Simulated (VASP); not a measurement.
KBr, 2 atoms in the cell. Symmetry: Pm-3m, No. 221, cubic system. Conventional cell: a = 3.976 Å, b = 3.976 Å, c = 3.976 Å, α = 90.00°, β = 90.00°, γ = 90.00°. Within 4.5 Å of K (site symmetry m-3m) lie 8 Br at 3.44 Å and 6 K at 3.98 Å. Br (site symmetry m-3m) has 8 K at 3.44 Å and 6 Br at 3.98 Å within 4.5 Å. 

* Program: VASP 6.6.1
* Task: single point
* Functional: HSE06
* Potentials or basis: VASP PAW PBE potentials, release 64 (K_sv, Br)
* Cutoff: 520 eV
* k mesh: 4 × 4 × 4
* Occupations: gaussian, width 0.01 eV
* Spin: no spin polarisation
* Dipole correction: no
* Grid for exact exchange (PRECFOCK): Normal
* Further INCAR settings: ALGO = Normal; EDIFF = 1e-06; NBANDS = 15
* Share of exact exchange: 0.25
* Screening parameter: 0.2079 1/Å

Potentials or basis: VASP PAW PBE potentials, release 64 (K_sv, Br).

The run is started by

```console
$ cat potpaw_PBE.64/K_sv/POTCAR potpaw_PBE.64/Br/POTCAR > POTCAR
$ cp INCAR.step1 INCAR
$ mpirun -np 1 vasp_std > vasp.out
$ cp INCAR.step2 INCAR
$ mpirun -np 1 vasp_std > vasp.out
```

Hardware: 1 thread of Oxide Virtual Turin-like Processor, on a shared host.

Question: How long does it take, and how much memory?

Answer: It took 15 min on 1 thread of Oxide Virtual Turin-like Processor, with other jobs on the host, peak memory 0.25 GiB. Counts: k points 10.
